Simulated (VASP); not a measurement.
# Be8S7 (a cell with a defect) in VASP: a series of runs

The runs below take Be8S7 (a cell with a defect) through single point, with PBE.

Everything below comes from runs of VASP 6.6.1. Logs are shortened: lines on timing, memory, paths and dates and some standing lists are left out, and cuts for length are marked.

**1. The cell of the first run**

The cell holds a defect, 15 atoms: a = 6.895 Å, b = 6.895 Å, c = 6.895 Å, α = 60.00°, β = 60.00°, γ = 60.00°.

**2. Single point, PBE**

INCAR

```
SYSTEM = Be8S7
PREC     = Accurate       ! precision mode
ENCUT    = 520            ! plane-wave cutoff, eV
EDIFF    = 1E-6           ! SCF threshold, eV
ISMEAR   = 0              ! smearing method
SIGMA    = 0.05           ! smearing width, eV
LREAL    = Auto         
LASPH    = .TRUE.         ! aspherical terms in the spheres
NELM     = 100            ! most SCF steps
ALGO     = Normal         ! electronic algorithm
ISIF     = 2              ! what is computed and relaxed
LWAVE    = .FALSE.        ! write WAVECAR
LCHARG   = .FALSE.        ! write CHGCAR
GGA      = PE             ! functional
NELECT   = 56.0         
NBANDS   = 42             ! bands
```

KPOINTS

```
Automatic mesh
0
G
  4 4 4
  0 0 0
```

POSCAR

```
Be8S7
1.0
    0.0000000000      4.8758378149     -4.8758378149
    4.8758378149      4.8758378149      0.0000000000
    4.8758378149      0.0000000000     -4.8758378149
Be S
8 7
Direct
   -0.0600682205      0.5600682205     -0.0600682205
   -0.0047823248      0.0047823248     -0.0047823248
    0.5083502070      0.4617167148     -0.0024204388
    0.5083502070      0.0323535170     -0.0024204388
   -0.0024204388      0.4617167148      0.5083502070
   -0.0024204388      0.0323535170      0.5083502070
    0.4861793667      0.5138206333      0.4861793667
    0.5348369971     -0.0348369971      0.5348369971
    0.1478680865      0.3521319135      0.1478680865
    0.6584791440      0.0908917018      0.1597374524
    0.5721426638      0.6578923681      0.1120726000
    0.1597374524      0.0908917018      0.6584791440
    0.1120726000      0.6578923681      0.5721426638
    0.6283373492      0.1422941835      0.6283373492
    0.6283373492      0.6010311182      0.6283373492
```

Potentials or basis: VASP PAW PBE potentials, release 64 (Be, S).

Launch:

```bash
> cat potpaw_PBE.64/Be/POTCAR potpaw_PBE.64/S/POTCAR > POTCAR
> mpirun -np 1 vasp_std > vasp.out
```

OUTCAR:

```text
SYSTEM = Be8S7
   PREC = Accurate
   ENCUT = 520
   EDIFF = 1E-6
   ISMEAR = 0
   LREAL = Auto
   LASPH = .TRUE.
   NELM = 100
   ISIF = 2
   GGA = PE
   NELECT = 56.0

 ion  position               nearest neighbor table
   1  0.940  0.560  0.940-   9 2.03  11 2.09  13 2.09
   2  0.995  0.005  0.995-  10 1.92  12 1.92
   3  0.508  0.462  0.998-  15 2.08  10 2.12  11 2.16   9 2.52
   4  0.508  0.032  0.998-  14 2.08  10 2.12  11 2.16   9 2.52
   5  0.998  0.462  0.508-  15 2.08  12 2.12  13 2.16   9 2.52
   6  0.998  0.032  0.508-  14 2.08  12 2.12  13 2.16   9 2.52
   7  0.486  0.514  0.486-  14 2.10  15 2.10  11 2.12  13 2.12
   8  0.535  0.965  0.535-  15 2.08  14 2.08  10 2.11  12 2.11
   9  0.148  0.352  0.148-   1 2.03   3 2.52   5 2.52   4 2.52   6 2.52
  10  0.658  0.091  0.160-   2 1.92   8 2.11   4 2.12   3 2.12
  11  0.572  0.658  0.112-   1 2.09   7 2.12   4 2.16   3 2.16
  12  0.160  0.091  0.658-   2 1.92   8 2.11   6 2.12   5 2.12
  13  0.112  0.658  0.572-   1 2.09   7 2.12   6 2.16   5 2.16
  14  0.628  0.142  0.628-   8 2.08   6 2.08   4 2.08   7 2.10
  15  0.628  0.601  0.628-   8 2.08   5 2.08   3 2.08   7 2.10

  LATTYP: Found a face centered cubic cell.
 ALAT       =     9.7516756298

  Lattice vectors:

 A1 = (   0.0000000000,   4.8758378149,  -4.8758378149)
 A2 = (   4.8758378149,   4.8758378149,   0.0000000000)
 A3 = (   4.8758378149,   0.0000000000,  -4.8758378149)

Analysis of symmetry for initial positions (statically):
=====================================================================
 Subroutine PRICEL returns:
 Original cell was already a primitive cell.

 Routine SETGRP: Setting up the symmetry group for a
 face centered cubic supercell.

 Subroutine GETGRP returns: Found  4 space group operations
 (whereof  4 operations were pure point group operations)
 out of a pool of 48 trial point group operations.

The static configuration has the point symmetry C_2v.

Analysis of symmetry for dynamics (positions and initial velocities):
=====================================================================
 Subroutine PRICEL returns:
 Original cell was already a primitive cell.

 Routine SETGRP: Setting up the symmetry group for a
 face centered cubic supercell.

 Subroutine GETGRP returns: Found  4 space group operations
 (whereof  4 operations were pure point group operations)
 out of a pool of 48 trial point group operations.

The dynamic configuration has the point symmetry C_2v.

 Subroutine INISYM returns: Found  4 space group operations
 (whereof  4 operations are pure point group operations),
 and found     1 'primitive' translations

----------------------------------------------------------------------------------------

                                     Primitive cell

  volume of cell :     231.8343

  direct lattice vectors                    reciprocal lattice vectors
     0.000000000  4.875837815 -4.875837815    -0.102546479  0.102546479 -0.102546479
     4.875837815  4.875837815  0.000000000     0.102546479  0.102546479  0.102546479
     4.875837815  0.000000000 -4.875837815     0.102546479 -0.102546479 -0.102546479

  length of vectors
     6.895475966  6.895475966  6.895475966     0.177615712  0.177615712  0.177615712

  position of ions in fractional coordinates (direct lattice)
     0.939931780  0.560068220  0.939931780
     0.995217675  0.004782325  0.995217675
     0.508350207  0.461716715  0.997579561
     0.508350207  0.032353517  0.997579561
     0.997579561  0.461716715  0.508350207
     0.997579561  0.032353517  0.508350207
     0.486179367  0.513820633  0.486179367
     0.534836997  0.965163003  0.534836997
     0.147868086  0.352131914  0.147868086
     0.658479144  0.090891702  0.159737452
     0.572142664  0.657892368  0.112072600
     0.159737452  0.090891702  0.658479144
     0.112072600  0.657892368  0.572142664
     0.628337349  0.142294183  0.628337349
     0.628337349  0.601031118  0.628337349

  ion indices of the primitive-cell ions
   primitive index   ion index
                 1           1
                 2           2
                 3           3
                 4           4
                 5           5
                 6           6
                 7           7
                 8           8
                 9           9
                10          10
                11          11
                12          12
                13          13
                14          14
                15          15

----------------------------------------------------------------------------------------

 KPOINTS: Automatic mesh

Automatic generation of k-mesh.
 Grid dimensions read from file:
 generate k-points for:    4    4    4

 Generating k-lattice:

  Cartesian coordinates                     Fractional coordinates (reciprocal lattice)
    -0.025636620  0.025636620 -0.025636620     0.250000000  0.000000000  0.000000000
     0.025636620  0.025636620  0.025636620     0.000000000  0.250000000  0.000000000
     0.025636620 -0.025636620 -0.025636620     0.000000000  0.000000000  0.250000000

  Length of vectors
     0.044403928  0.044403928  0.044403928

  Shift w.r.t. Gamma in fractional coordinates (k-lattice)
     0.000000000  0.000000000  0.000000000

 Subroutine IBZKPT returns following result:
 ===========================================

 Found     18 irreducible k-points:

 Following reciprocal coordinates:
            Coordinates               Weight
  0.000000  0.000000  0.000000      1.000000
  0.250000  0.000000  0.000000      4.000000
  0.000000  0.250000  0.000000      4.000000
  0.500000  0.000000  0.000000      2.000000
  0.000000  0.500000  0.000000      2.000000
  0.250000  0.250000  0.000000      4.000000
[... 10 lines left out ...]
 -0.250000  0.500000  0.250000      2.000000
  0.250000 -0.250000  0.500000      4.000000
   k-points           NKPTS =     18   k-points in BZ     NKDIM =     18   number of bands    NBANDS=     42
   number of dos      NEDOS =    301   number of ions     NIONS =     15
   total plane-waves  NPLWV = 157464
   dimension x,y,z NGX =    54 NGY =   54 NGZ =   54
   dimension x,y,z NGXF=   108 NGYF=  108 NGZF=  108
   ions per type =               8   7
   NGX,Y,Z   is equivalent  to a cutoff of  13.02, 13.02, 13.02 a.u.
   NGXF,Y,Z  is equivalent  to a cutoff of  26.04, 26.04, 26.04 a.u.
 SYSTEM =  Be8S7
   PREC   = accura    normal or accurate (medium, high low for compatibility)
   ISTART =      0    job   : 0-new  1-cont  2-samecut
   ICHARG =      2    charge: 1-file 2-atom 10-const
   ISPIN  =      1    spin polarized calculation?
   LNONCOLLINEAR =      F non collinear calculations
   LSORBIT =      F    spin-orbit coupling
   LASPH  =      T    aspherical Exc in radial PAW
   ENCUT  =  520.0 eV  38.22 Ry    6.18 a.u.  12.82 12.82 12.82*2*pi/ulx,y,z
   NELM   =    100;   NELMIN=  2; NELMDL= -5     # of ELM steps
   EDIFF  = 0.1E-05   stopping-criterion for ELM
   LREAL  =      T    real-space projection
   EDIFFG = 0.1E-04   stopping-criterion for IOM
   NSW    =      0    number of steps for IOM
   IBRION =     -1    ionic relax: 0-MD 1-quasi-New 2-CG
   NFREE  =      0    steps in history (QN), initial steepest desc. (CG)
   ISIF   =      2    stress and relaxation
   ISYM   =      2    0-nonsym 1-usesym 2-fastsym
   POTIM  = 0.5000    time-step for ionic-motion
   TEBEG  =    0.0;   TEEND  =   0.0 temperature during run
   PSTRESS=    0.0 pullay stress
   NELECT =      56.0000    total number of electrons
   NUPDOWN=      -1.0000    fix difference up-down
   EMIN   =  10.00;   EMAX   =-10.00  energy-range for DOS
   EFERMI =   0.00;   METHOD = LEGACY
   ISMEAR =     0;   SIGMA  =   0.05  broadening in eV -4-tet -1-fermi 0-gaus
   EFERMI_NEDOS =   21; number of points for ismear=-14 and -15
   IALGO  =     38    algorithm
   IMIX   =      4    mixing-type and parameters
     AMIX     =   0.40;   BMIX     =  1.00
     AMIX_MAG =   1.60;   BMIX_MAG =  1.00
  volume/ion in A,a.u.               =      15.46       104.30
  Fermi-wavevector in a.u.,A,eV,Ry     =   1.019557  1.926684 14.143213  1.039497
  Thomas-Fermi vector in A             =   2.153078
   LORBIT       =      0    0 simple, 1 ext, 2 COOP (PROOUT), +10 PAW based schemes
   GGA     = PE    functional components
   LHFCALC =     F    Hartree Fock is set to
   AEXX    =    0.0000 exact exchange contribution
   IVDW    =     0    specifies the selected vdW correction
   LEPSILON=     F    determine dielectric tensor
   LRPA    =     F    only Hartree local field effects (RPA)
 non-spin polarized calculation
 Gauss-broadening in eV      SIGMA  =   0.05
  energy-cutoff  :      520.00
  volume of cell :      231.83
 maximum number of plane-waves:      6266
 NGX is ok and might be reduce to    54
   NGX = 25   NGY = 25   NGZ = 25

 number of electron      56.0000002 magnetization

 Free energy of the ion-electron system (eV)
  ---------------------------------------------------
  ext. energy  EPLUGINS =         0.00000000
  ---------------------------------------------------
  free energy    TOTEN  =       -79.22576874 eV

  energy without entropy =      -79.22576874  energy(sigma->0) =      -79.22576874

 E-fermi :   3.3393     XC(G=0):  -9.0984

 val. band max:        3.1000760948   @ k =   0.0000   0.0000   0.0000
 cond. band min:       5.4502155059   @ k =   0.0000   0.0000   0.0000
 fundamental gap:      2.3501394111
 Fermi energy:         3.3393072970

 k-point     1 :       0.0000    0.0000    0.0000
  band No.  band energies     occupation
      1     -10.0401      2.00000
      2      -8.9319      2.00000
      3      -8.8234      2.00000
      4      -8.2670      2.00000
      5      -8.2102      2.00000
      6      -8.1384      2.00000
[... 32 lines left out ...]
     39       9.0954      0.00000
[... 730 lines left out ...]
     39       9.6619      0.00000
     40       9.8887      0.00000
 [bands above 40 left out]

------------------------ aborting loop because EDIFF is reached ----------------------------------------

  FORCE on cell =-STRESS in cart. coord.  units (eV):
  Direction    XX          YY          ZZ          XY          YZ          ZX
  --------------------------------------------------------------------------------------
  -------------------------------------------------------------------------------------
  Total      -20.3748629    -20.3748629    -16.1125689     -2.4927389      0.0000000     -0.0000000
  in kB     -140.8080643   -140.8080643   -111.3518970    -17.2269987      0.0000000     -0.0000000
  external PRESSURE =    -130.9893419 kB  Pullay stress =       0.0000000 kB

 VOLUME and BASIS-vectors are now :
 -----------------------------------------------------------------------------
  energy-cutoff  :      520.00
  volume of cell :      231.83
      direct lattice vectors                 reciprocal lattice vectors
     0.000000000  4.875837815 -4.875837815    -0.102546479  0.102546479 -0.102546479
     4.875837815  4.875837815  0.000000000     0.102546479  0.102546479  0.102546479
     4.875837815  0.000000000 -4.875837815     0.102546479 -0.102546479 -0.102546479

 POSITION                                       TOTAL-FORCE (eV/Angst)
 -----------------------------------------------------------------------------------
      7.31376      7.31376     -9.16591        -0.000000     -0.000000     -0.010971
      4.87584      4.87584     -9.70504         0.000000      0.000000      0.006083
      7.11529      4.72989     -7.34267         0.001105     -0.002342      0.006374
      5.02179      2.63638     -7.34267         0.002342     -0.001105      0.006374
      4.72989      7.11529     -7.34267        -0.002342      0.001105      0.006374
      2.63638      5.02179     -7.34267        -0.001105      0.002342      0.006374
      4.87584      4.87584     -4.74106        -0.000000     -0.000000     -0.004266
      7.31376      7.31376     -5.21556        -0.000000     -0.000000     -0.002965
      2.43792      2.43792     -1.44196        -0.000000     -0.000000     -0.004414
      1.22203      3.65381     -3.98949        -0.004347      0.004347     -0.009494
      3.75422      5.99745     -3.33612         0.001745     -0.001745      0.008777
      3.65381      1.22203     -3.98949         0.004347     -0.004347     -0.009494
      5.99745      3.75422     -3.33612        -0.001745      0.001745      0.008777
      3.75747      3.75747     -6.12734         0.000677      0.000677     -0.003763
      5.99420      5.99420     -6.12734        -0.000677     -0.000677     -0.003763
 -----------------------------------------------------------------------------------
    total drift:                                0.000000      0.000000     -0.000116

  FREE ENERGIE OF THE ION-ELECTRON SYSTEM (eV)
  ---------------------------------------------------
  free  energy   TOTEN  =       -79.2257687356 eV

  energy  without entropy=      -79.2257687356  energy(sigma->0) =      -79.22576874
```

Wall time 3.6 min (1 thread of AMD EPYC 9R45 (Zen 5), shared host); peak memory 0.4 GiB.

What came out:

```
Free energy   : -79.2258 eV
Largest force : 0.011 eV/Å
```

Forces on the atoms (eV/Å):
```
Be   0.000  0.000 -0.011
Be   0.000  0.000  0.006
Be   0.001 -0.002  0.006
Be   0.002 -0.001  0.006
Be  -0.002  0.001  0.006
Be  -0.001  0.002  0.006
Be   0.000  0.000 -0.004
Be   0.000  0.000 -0.003
S    0.000  0.000 -0.004
S   -0.004  0.004 -0.009
S    0.002 -0.002  0.009
S    0.004 -0.004 -0.009
S   -0.002  0.002  0.009
S    0.001  0.001 -0.004
S   -0.001 -0.001 -0.004
```

Caveat: the cell carries a net charge on a neutralising background, which shifts energy and pressure; the cell is charged against a uniform background, so pressure and absolute levels hang on convention.

[end of part 1 of 2]
